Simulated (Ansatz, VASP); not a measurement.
## Hf3Ta2O: VASP beside Ansatz

```xyz
6
Lattice="4.0956 0.0000 0.0000 -2.0478 3.5469 0.0000 0.0000 0.0000 7.5505" Properties=species:S:1:pos:R:3 pbc="T T T"
Hf    0.0000    0.0000    5.8000
Hf    0.0000    0.0000    1.7505
Hf    0.0000    0.0000    3.7752
Ta    0.0000    2.3646    3.7752
Ta    2.0478    1.1823    3.7752
O     0.0000    0.0000    0.0000
```

Alike in both runs: task relaxation of cell and atoms; functional PBE; k mesh 6 × 6 × 2; occupations gaussian, width 0.1 eV; no spin polarisation.

```csv
,VASP,Ansatz
version,VASP 6.6.1,Ansatz 0.2.0
potentials or method,"VASP PAW PBE potentials, release 64 (Hf_pv, Ta_pv, O), cutoff 600 eV","scalar-relativistic, plane waves, PAW"
valence electrons in the cell,58,110
```

|  | VASP | Ansatz | Ansatz less VASP |
| --- | --- | --- | --- |
| gap on the k mesh at the Fermi level, each at its own relaxed structure (eV) | none | none | - |
| relaxed volume (Å³/atom) | 30.03 | 30.21 | +0.175 |
| relaxed cell length with the largest relative difference (Å) | 9.120 | 9.149 | +0.0293 |

A gap of «none» marks a metal or a gap that the smearing closes. VASP's potentials hold 58 valence electrons a cell and Ansatz's 110, so a difference there can come from the potentials and not from the codes.

The k mesh is coarse, so the values compare programs but aren't converged. Neither program's run includes spin-orbit coupling. Noted on VASP's run: the volume moved by over 15 % at a fixed basis, so the end points are rough.
